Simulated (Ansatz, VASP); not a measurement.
# GaP in VASP and in Ansatz

```
Ga P
1.0
     0.00000    2.75250    2.72525
     2.72525    0.00000    2.72525
     2.72525    2.75250    0.00000
Ga P
1 1
Cartesian
  0.0000 0.0000 0.0000
  4.0879 4.1288 4.0879
```

Change from the starting cell: strain +0.0100 x Voigt [0, 1, 0, 0, 0, 0], atoms carried along.

Alike in both runs: task single point; functional r2SCAN; k mesh 8 × 8 × 8; occupations gaussian, width 0.05 eV; no spin polarisation.

|  | VASP | Ansatz |
| --- | --- | --- |
| version | VASP 6.6.1 | Ansatz 0.2.0 |
| potentials or method | VASP PAW PBE potentials, release 64 (Ga_d, P), cutoff 520 eV | scalar-relativistic, plane waves, PAW |
| valence electrons in the cell | 18 | 18 |

```tsv
	VASP	Ansatz	Ansatz less VASP
gap on the k mesh at the Fermi level (eV)	1.87	1.86	-0.008
least direct gap on the mesh (eV)	2.24	2.26	+0.021
pressure (GPa)	-0.9	-0.8	+0.06
traceless stress, the component that is largest in VASP (GPa)	-0.54	-0.55	-0.009
```

VASP's potentials were made for PBE, not for r2SCAN.
